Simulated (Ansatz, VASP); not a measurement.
## C: VASP beside Ansatz

INCAR

```
PREC = Accurate
ENCUT = 520
EDIFF = 1E-6
ISMEAR = 0
SIGMA = 0.15
LREAL = F
LASPH = T
NELM = 80
ALGO = Normal
ISIF = 2
LWAVE = F
LCHARG = F
GGA = PE
NBANDS = 16
```

The input KPOINTS:

```
Automatic mesh
0
Gamma
  18 18 6
```

POSCAR

```
C
1.0
    1.2332770792     -2.1360444277      0.0000000000
    1.2332770792      2.1360444277      0.0000000000
    0.0000000000      0.0000000000      8.7070252276
C
4
Direct
    0.1632939378      0.8367060622      0.7895380145
    0.5033721704      0.4966278296      0.2104615601
    0.8367060622      0.1632939378      0.2104619855
    0.4966278296      0.5033721704      0.7895384399
```

Input for Ansatz:

```yaml
crystal:
  lattice:
    - [1.2332770792, -2.1360444277, 0.0]
    - [1.2332770792, 2.1360444277, 0.0]
    - [0.0, 0.0, 8.7070252276]
  atoms:
    - { symbol: C, position: [0.1632939378, 0.8367060622, 0.7895380145] }
    - { symbol: C, position: [0.5033721704, 0.4966278296, 0.2104615601] }
    - { symbol: C, position: [0.8367060622, 0.1632939378, 0.2104619855] }
    - { symbol: C, position: [0.4966278296, 0.5033721704, 0.7895384399] }
basis:
  ecutwfc: 520.0
kpoints:
  mp_grid: { grid: [18, 18, 6] }
hamiltonian:
  xc: pbe
  pseudopotentials: { kind: paw, azcp: { folder: soft_1 } }
scf:
  occupations: { method: gaussian, width: 0.15 }
output:
  forces: true
  stress: true
  eigenvalues: true
```

Change from the starting cell: mode 1 frozen in at -0.342 Å and mode 6 at +0.342 Å (largest displacements).

Alike in both runs: task single point; functional PBE; k mesh 18 × 18 × 6; occupations gaussian, width 0.15 eV; no spin polarisation.

|  | VASP | Ansatz |
| --- | --- | --- |
| version | VASP 6.6.1 | Ansatz 0.2.0 |
| potentials or method | VASP PAW PBE potentials, release 64 (C), cutoff 520 eV | scalar-relativistic, plane waves, PAW |
| valence electrons in the cell | 16 | 16 |

|  | VASP | Ansatz | Ansatz less VASP |
| --- | --- | --- | --- |
| gap on the k mesh at the Fermi level (eV) | 0.01 | 0.01 | 0.000 |
| least direct gap on the mesh (eV) | 0.01 | 0.01 | 0.000 |
| pressure (GPa) | 0.4 | 0.1 | -0.34 |
| traceless stress, the component that is largest in VASP (GPa) | -0.09 | 0.32 | +0.413 |
| rms of the force components (eV/Å) | 0.011 | 0.011 | 0.0000 |

Atom by atom the forces differ by 0.000 eV/Å (rms over components).
